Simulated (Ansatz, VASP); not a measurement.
# Sr in VASP and in Ansatz

```
Sr
1.0
    11.86664    0.00000    0.00000
    -5.93332   10.27681    0.00000
     0.00000    0.00000    4.42111
Sr
1
Cartesian
  0.0000 0.0000 0.0000
```

Change from the starting cell: strain +0.080 along x and y, +0.000 along z, atoms carried along.

Alike in both runs: task single point; functional PBEsol; k mesh 6 × 6 × 8; occupations gaussian, width 0.03 eV; no spin polarisation.

|  | VASP | Ansatz |
| --- | --- | --- |
| version | VASP 6.6.1 | Ansatz 0.2.0 |
| potentials or method | VASP PAW PBE potentials, release 64 (Sr_sv), cutoff 500 eV | scalar-relativistic, plane waves, PAW |
| valence electrons in the cell | 10 | 10 |

VASP gave:

- gap on the k mesh at the Fermi level (eV): 0.33
- least direct gap on the mesh (eV): 0.34
- pressure (GPa): 0.0

Problem. Which values does Ansatz return?

Solution. gap on the k mesh at the Fermi level (eV): 0.32; least direct gap on the mesh (eV): 0.33; pressure (GPa): 0.0.

VASP's potentials were made for PBE, not for PBEsol. Ansatz's warnings: xc potential rough in thin density.
